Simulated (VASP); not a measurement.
# Pd (Im-3m) in VASP: notebook, part 2 of 2

VASP 6.6.1. The steps go on from the part before.

## (3) Single point, LDA

This run uses another cell than the first one, of 14.02 Å³/atom, 0.985 times its volume.

The input, INCAR:

```
PREC = Accurate
ENCUT = 500
EDIFF = 1E-6
ISMEAR = -1
SIGMA = 0.05
LREAL = F
LASPH = T
NELM = 120
ALGO = Normal
ISIF = 2
LWAVE = F
LCHARG = F
GGA = CA
NBANDS = 11
GGA_COMPAT = F
```

The input, KPOINTS:

```
Automatic mesh
0
Gamma
  10 10 10
```

The input, POSCAR:

```
Pd
1.0
    1.5190699075      1.5190699075      1.5190699075
   -1.5190699075      1.5190699075      1.5190699075
   -1.5190699075     -1.5190699075      1.5190699075
Pd
1
Direct
    0.0000000000      0.0000000000      0.0000000000
```

Potentials or basis: VASP PAW LDA potentials, release 64 (Pd).

Launch:

```sh
$ cat potpaw_LDA.64/Pd/POTCAR > POTCAR
$ mpirun -np 1 vasp_std > vasp.out
```

OUTCAR:

```text
PREC = Accurate
   ENCUT = 500
   EDIFF = 1E-6
   ISMEAR = -1
   LREAL = F
   LASPH = T
   NELM = 120
   ISIF = 2
   GGA = CA

 ion  position               nearest neighbor table
   1  0.000  0.000  0.000-

  LATTYP: Found a body centered cubic cell.
 ALAT       =     3.0381398150

  Lattice vectors:

 A1 = (   1.5190699075,  -1.5190699075,  -1.5190699075)
 A2 = (   1.5190699075,   1.5190699075,   1.5190699075)
 A3 = (  -1.5190699075,  -1.5190699075,   1.5190699075)

Analysis of symmetry for initial positions (statically):
[... 506 lines left out ...]
      4       9.0268      2.00000
      5      10.1023      1.99852
      6      14.5843      0.00000
      7      21.4172      0.00000
      8      22.1744      0.00000
      9      30.6945      0.00000
     10      31.8766      0.00000
     11      35.6251      0.00000

 [... further k-points ...]
[... 5 lines left out ...]
  --------------------------------------------------------------------------------------
  -------------------------------------------------------------------------------------
  Total        0.3322088      0.3322088      0.3322088     -0.0000000      0.0000000      0.0000000
  in kB       37.9602009     37.9602009     37.9602009     -0.0000000      0.0000000      0.0000000
  external PRESSURE =      37.9602009 kB  Pullay stress =       0.0000000 kB

 VOLUME and BASIS-vectors are now :
 -----------------------------------------------------------------------------
  energy-cutoff  :      500.00
  volume of cell :       14.02
      direct lattice vectors                 reciprocal lattice vectors
     1.519069908  1.519069908  1.519069908     0.329148776  0.000000000  0.329148776
    -1.519069908  1.519069908  1.519069908    -0.329148776  0.329148776  0.000000000
    -1.519069908 -1.519069908  1.519069908     0.000000000 -0.329148776  0.329148776

 POSITION                                       TOTAL-FORCE (eV/Angst)
 -----------------------------------------------------------------------------------
      0.00000      0.00000      0.00000         0.000000     -0.000000      0.000000
 -----------------------------------------------------------------------------------
    total drift:                                0.000000     -0.000000     -0.000000

  FREE ENERGIE OF THE ION-ELECTRON SYSTEM (eV)
  ---------------------------------------------------
  free  energy   TOTEN  =        -6.4415089717 eV

  energy  without entropy=       -6.4328121488  energy(sigma->0) =       -6.43716056
```

OSZICAR:

```text
N       E                     dE             d eps       ncg     rms          rms(c)
DAV:   1     0.408574612098E+02    0.40857E+02   -0.50109E+03  1042   0.823E+02
DAV:   2    -0.623242215125E+01   -0.47090E+02   -0.45372E+02  1145   0.180E+02
DAV:   3    -0.677607542441E+01   -0.54365E+00   -0.54134E+00  1249   0.208E+01
DAV:   4    -0.677816800014E+01   -0.20926E-02   -0.20922E-02  1249   0.136E+00
DAV:   5    -0.677818672420E+01   -0.18724E-04   -0.18723E-04  1327   0.120E-01    0.925E+00
DAV:   6    -0.646596483682E+01    0.31222E+00   -0.11266E+00  1277   0.874E+00    0.442E+00
DAV:   7    -0.644712497002E+01    0.18840E-01   -0.31448E-02  1373   0.125E+00    0.213E+00
DAV:   8    -0.644152509828E+01    0.55999E-02   -0.22464E-03  1292   0.493E-01    0.113E-01
DAV:   9    -0.644150487145E+01    0.20227E-04   -0.11005E-04  1364   0.949E-02    0.156E-02
DAV:  10    -0.644150903740E+01   -0.41659E-05   -0.28163E-06  1290   0.162E-02    0.542E-03
DAV:  11    -0.644150897166E+01    0.65737E-07   -0.39949E-08   868   0.200E-03
   1 F= -.64415090E+01 E0= -.64371606E+01  d E =-.869682E-02
```

stdout:

```text
POSCAR found type information on POSCAR Pd
 POSCAR found :  1 types and       1 ions
 scaLAPACK will be used
 LDA part: xc-table for (Slater(with rela. corr.)+CA(PZ))
 , standard interpolation
 POSCAR, INCAR and KPOINTS ok, starting setup
 FFT: planning ... GRIDC
 FFT: planning ... GRID_SOFT
 FFT: planning ... GRID
 WAVECAR not read
 entering main loop
```

It took 14 s on 1 thread of AMD EPYC 7R13, shared host; peak memory 0.09 GiB.

What came out:

* Free energy: -6.4415 eV
* Pressure: 3.8 GPa
* Band gap on the k mesh: zero (band 5 reaches 11.14 eV, above the bottom of band 6 at 9.42 eV)

## (4) Single point, LDA

This run uses another cell than the first one, of 14.45 Å³/atom, 1.015 times its volume.

The input, INCAR:

```
SYSTEM = Pd
PREC = Accurate
ENCUT = 500
EDIFF = 1E-6
ISMEAR = -1
SIGMA = 0.05
LREAL = .FALSE.
LASPH = .TRUE.
NELM = 120
ALGO = Normal
ISIF = 2
LWAVE = .FALSE.
LCHARG = .FALSE.
GGA = CA
NBANDS = 11
GGA_COMPAT = .FALSE.
```

The input, KPOINTS:

```
regular mesh
0
G
  10 10 10
  0 0 0
```

The input, POSCAR:

```
Pd
1.0
    1.5343379647      1.5343379647      1.5343379647
   -1.5343379647      1.5343379647      1.5343379647
   -1.5343379647     -1.5343379647      1.5343379647
Pd
1
Direct
    0.0000000000      0.0000000000      0.0000000000
```

Launch:

```sh
$ cat potpaw_LDA.64/Pd/POTCAR > POTCAR
$ mpirun -np 1 vasp_std > vasp.out
```

Wall time 15 s (1 thread of AMD EPYC 7R13, shared host); peak memory 0.09 GiB.

Results (log left out):

| Quantity | Value |
| --- | --- |
| Free energy | -6.4425 eV |
| Pressure | -2.9 GPa |
| Band gap on the k mesh | zero (band 5 reaches 10.57 eV, above the bottom of band 6 at 8.94 eV) |

Levels at points of the mesh, in eV from the Fermi level:
| k point | band 3 | band 4 | band 5 | band 6 | band 7 | band 8 |
| --- | --- | --- | --- | --- | --- | --- |
| (0.00, 0.00, 0.00) | -3.09 | -3.09 | -0.98 | -0.98 | 19.38 | 19.38 |
| (0.50, 0.00, 0.00) | -1.06 | -0.72 | 0.64 | 1.31 | 8.09 | 15.15 |
| (0.50, 0.50, 0.50) | 0.23 | 0.23 | 0.23 | 9.22 | 9.22 | 9.22 |

## (5) Relaxation of cell and atoms, LDA

This run uses another cell than the first one, of 14.75 Å³/atom, 1.036 times its volume.

The input, INCAR:

```
PREC     = Accurate       # precision mode
ENCUT    = 500            # plane-wave cutoff, eV
EDIFF    = 1E-7           # SCF threshold, eV
ISMEAR   = -1             # smearing method
SIGMA    = 0.05           # smearing width, eV
LREAL    = F              # projectors in reciprocal space
LASPH    = T              # aspherical terms in the spheres
NELM     = 120            # most SCF steps
ALGO     = Normal         # electronic algorithm
ISIF     = 3              # what is computed and relaxed
LWAVE    = F              # write WAVECAR
LCHARG   = F              # write CHGCAR
GGA      = CA             # functional
IBRION   = 2              # ionic algorithm
NSW      = 80             # ionic steps
EDIFFG   = -0.01          # ionic threshold
GGA_COMPAT= F            
NELMIN   = 4
```

The input, KPOINTS:

```
Automatic mesh
0
Gamma
  10 10 10
```

The input, POSCAR:

```
Pd
1.0
    1.5450000000      1.5450000000      1.5450000000
   -1.5450000000      1.5450000000      1.5450000000
   -1.5450000000     -1.5450000000      1.5450000000
Pd
1
Direct
    0.0000000000      0.0000000000      0.0000000000
```

Launch:

```sh
$ cat potpaw_LDA.64/Pd/POTCAR > POTCAR
$ mpirun -np 1 vasp_std > vasp.out
```

Run time: 5.7 s. Hardware: 1 thread of Intel Xeon 6975P-C (Granite Rapids), shared host; peak memory 0.12 GiB.

The run converged. Its results:

```
Free energy                            : -6.4444 eV
Relaxed volume                         : 14.25 Å³/atom
Relaxed cell                           : a = 2.645 Å, b = 2.645 Å, c = 2.645 Å, α = 70.53°, β = 109.47°, γ = 70.53°
Space group after relaxing (to 0.05 Å) : Im-3m (No. 229)
Energy gained by relaxing              : 11.2 meV/atom
Ionic steps                            : 4
Pressure after relaxing                : 0.0 GPa
Band gap on the k mesh                 : zero (band 5 reaches 10.83 eV, above the bottom of band 6 at 9.16 eV)
```

The path:
| step | energy change (eV) | largest force (eV/Å) | pressure (GPa) | volume (Å³) |
| --- | --- | --- | --- | --- |
| 1 | 0.0000 | 0.0000 | -6.87 | 14.75 |
| 2 | 0.0247 | 0.0000 | 15.12 | 13.44 |
| 3 | -0.0111 | 0.0000 | -0.14 | 14.26 |
| 4 | -0.0112 | 0.0000 | 0.01 | 14.25 |

Final structure:
```cif
data_structure
_symmetry_space_group_name_H-M 'P 1'
_symmetry_Int_Tables_number 1
_cell_length_a 2.6454
_cell_length_b 2.6454
_cell_length_c 2.6454
_cell_angle_alpha 70.529
_cell_angle_beta 109.471
_cell_angle_gamma 70.529
_cell_volume 14.25
loop_
_atom_site_label
_atom_site_type_symbol
_atom_site_fract_x
_atom_site_fract_y
_atom_site_fract_z
_atom_site_occupancy
Pd1 Pd 0.00000 0.00000 0.00000 1
```

Levels at points of the mesh, in eV from the Fermi level:
```tsv
k point	band 1	band 2	band 3	band 4	band 5	band 6	band 7	band 8	band 9
(0.00, 0.00, 0.00)	-7.48	-3.16	-3.16	-3.16	-1.00	-1.00	19.40	19.40	19.40
(0.50, 0.00, 0.00)	-5.64	-4.44	-1.09	-0.74	0.66	1.28	8.21	15.18	18.07
(0.50, 0.50, 0.50)	-5.57	-5.57	0.24	0.24	0.24	9.27	9.27	9.27	18.22
```

## (6) Overview

| task | cell | gap on the mesh (eV) | pressure (GPa) |
| --- | --- | --- | --- |
| single point | a = 2.644 Å, angles 70.5, 109.5, 70.5°, 1 atom | none | 0.3 |
| single point | a = 2.631 Å, angles 70.5, 109.5, 70.5°, 1 atom | none | 3.8 |
| single point | a = 2.658 Å, angles 70.5, 109.5, 70.5°, 1 atom | none | -2.9 |
| relaxation of cell and atoms | relaxed from a = 2.676 Å, angles 70.5, 109.5, 70.5°, 1 atom | none | 0.0 |

Alike in all rows: level LDA; potentials or basis VASP PAW LDA potentials, release 64 (Pd); no spin polarisation; k mesh 10 × 10 × 10; cutoff (eV) 500; smearing fermi-dirac 0.05 eV.

Absolute energies hang on the potentials; compare differences alone.
